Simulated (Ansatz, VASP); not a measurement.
Two plane-wave programs on CaSe

```
CELL_PARAMETERS angstrom
5.00560 0.00000 0.00000
-2.50280 4.33497 0.00000
0.00000 0.00000 5.87573
ATOMIC_POSITIONS crystal
Ca 0.33333 0.66667 0.93750
Ca 0.66667 0.33333 0.43750
Se 0.33333 0.66667 0.43750
Se 0.66667 0.33333 0.93750
```

Alike in both runs: task single point; functional PBE; k mesh 6 × 6 × 4; no spin polarisation.

|  | VASP | Ansatz |
| --- | --- | --- |
| version | VASP 6.6.1 | Ansatz 0.2.0 |
| potentials or method | VASP PAW PBE potentials, release 64 (Ca_sv, Se) | plane waves, PAW |
| plane-wave cutoff (eV) | 520 | 420 |
| occupations | gaussian, width 0.01 eV | fixed |
| valence electrons in the cell | 32 | 52 |

Ansatz gave:

| Quantity | Value |
| --- | --- |
| gap on the k mesh at the Fermi level (eV) | 2.45 |

Problem. Which values does VASP return?

Solution. gap on the k mesh at the Fermi level (eV): 2.44.

VASP's potentials hold 32 valence electrons a cell and Ansatz's 52, so a difference there can come from the potentials and not from the codes. Ansatz's warnings: structure snapped to symmetry.
